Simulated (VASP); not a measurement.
InSe (vib): single point with LDA

The system is InSe (vib).

```
In Se
1.0
     1.98691    1.14715    8.13006
    -1.98691    1.14715    8.13006
     0.00000   -2.29429    8.13006
In Se
2 2
Direct
  0.11233 0.11233 0.11233
  0.99989 0.99989 0.99989
  0.61459 0.61459 0.61459
  0.83089 0.83089 0.83089
```

- Program: VASP 6.6.1
- Task: single point
- Functional: LDA
- Potentials or basis: VASP PAW LDA potentials, release 64 (In_d, Se)
- Cutoff: 520 eV
- k mesh: 9 × 9 × 9
- Occupations: gaussian, width 0.01 eV
- Spin: no spin polarisation
- Dipole correction: no
- Further INCAR settings: ALGO = Normal; EDIFF = 1e-06; NBANDS = 27

```yaml
Pressure: 0.2 GPa
Largest_force: 0.028 eV/Å
Band_gap_on_the_k_mesh: 0.47 eV, indirect (least direct gap 0.55 eV)
```

Forces in eV/Å, atoms in the order of the input:
```
In   0.000  0.000 -0.013
In   0.000  0.000  0.013
Se   0.000  0.000 -0.028
Se   0.000  0.000  0.028
```

Levels at points of the mesh, in eV from the valence-band top:
```
           k point  band 17  band 18  band 19  band 20  band 21  band 22
(0.00, 0.00, 0.00)    -1.38    -1.21    -1.21     1.79     2.02     4.27
```

Wall time 10 min on 1 thread of Intel(R) Xeon(R) Platinum 8488C (Sapphire Rapids), on a shared host, peak memory 0.54 GiB.

Caveat: spin-orbit coupling is left out, which moves the levels of the heavy elements. A k mesh can miss the band edges.
